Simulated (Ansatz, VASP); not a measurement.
## Two plane-wave programs on Cd

```
Cd
1.0
     2.88186    0.00000    0.00000
    -1.44093    2.49577    0.00000
     0.00000    0.00000    5.63837
Cd
2
Direct
  0.33333 0.66667 0.25000
  0.66667 0.33333 0.75000
```

Alike in both runs: task single point; functional LDA; k mesh 13 × 13 × 6; occupations gaussian, width 0.3 eV; no spin polarisation.

|  | VASP | Ansatz |
| --- | --- | --- |
| version | VASP 6.6.1 | Ansatz 0.2.0 |
| potentials or method | VASP PAW LDA potentials, release 64 (Cd_sv_GW), cutoff 630 eV | plane waves (420 eV) with PAW, scalar-relativistic |
| valence electrons in the cell | 40 | 40 |

Ansatz gave:

| Quantity | Value |
| --- | --- |
| pressure (GPa) | 0.1 |
| traceless stress, the component that is largest in VASP (GPa) | -1.77 |

Which values does VASP return?

Pressure (GPa): 0.0; traceless stress, the component that is largest in VASP (GPa): -1.92.

Ansatz warns that its potentials were made for another functional, while VASP's fit it. LDA's correlation is that of Perdew and Zunger in VASP and of Perdew and Wang (1992) in Ansatz.
